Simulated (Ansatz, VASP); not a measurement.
C: VASP beside Ansatz

The input INCAR:

```
SYSTEM = C
ALGO = Normal
EDIFF = 1E-7
ENCUT = 520
GGA = PE
ISIF = 2
ISMEAR = 0
LASPH = .True.
LCHARG = .False.
LREAL = .False.
LWAVE = .False.
NBANDS = 11
NELM = 80
PREC = Accurate
SIGMA = 0.05
```

Contents of KPOINTS:

```
k-points
0
Gamma
  12 12 12
  0 0 0
```

Contents of POSCAR:

```
C
1.0
    0.0000000000      1.6438984614      1.8546462441
    1.6438984614      0.0000000000      1.8546462441
    1.6438984614      1.6438984614      0.0000000000
C
2
Direct
    0.5000000000      0.5000000000      0.5000000000
    0.7500000000      0.7500000000      0.7500000000
```

Input for Ansatz:

```yaml
crystal:
  lattice:
    - [0.0, 1.6438984614, 1.8546462441]
    - [1.6438984614, 0.0, 1.8546462441]
    - [1.6438984614, 1.6438984614, 0.0]
  atoms:
    - { symbol: C, position: [0.5, 0.5, 0.5] }
    - { symbol: C, position: [0.75, 0.75, 0.75] }
basis:
  ecutwfc: 520.0
kpoints:
  mp_grid: { grid: [12, 12, 12] }
hamiltonian:
  xc: pbe
  pseudopotentials: { kind: paw, azcp: { folder: soft_1 } }
scf:
  occupations: { method: gaussian, width: 0.05 }
output:
  forces: true
  stress: true
  eigenvalues: true
```

Alike in both runs: task single point; functional PBE; k mesh 12 × 12 × 12; occupations gaussian, width 0.05 eV; no spin polarisation.

|  | VASP | Ansatz |
| --- | --- | --- |
| version | VASP 6.6.1 | Ansatz 0.2.0 |
| potentials or method | VASP PAW PBE potentials, release 64 (C), cutoff 520 eV | scalar-relativistic, plane waves, PAW |
| valence electrons in the cell | 8 | 8 |

Ansatz gave:

| Item | Value |
| --- | --- |
| gap on the k mesh at the Fermi level (eV) | 2.81 |
| least direct gap on the mesh (eV) | 4.81 |

Task: Which values does VASP return?

Result: gap on the k mesh at the Fermi level (eV): 2.80; least direct gap on the mesh (eV): 4.81.
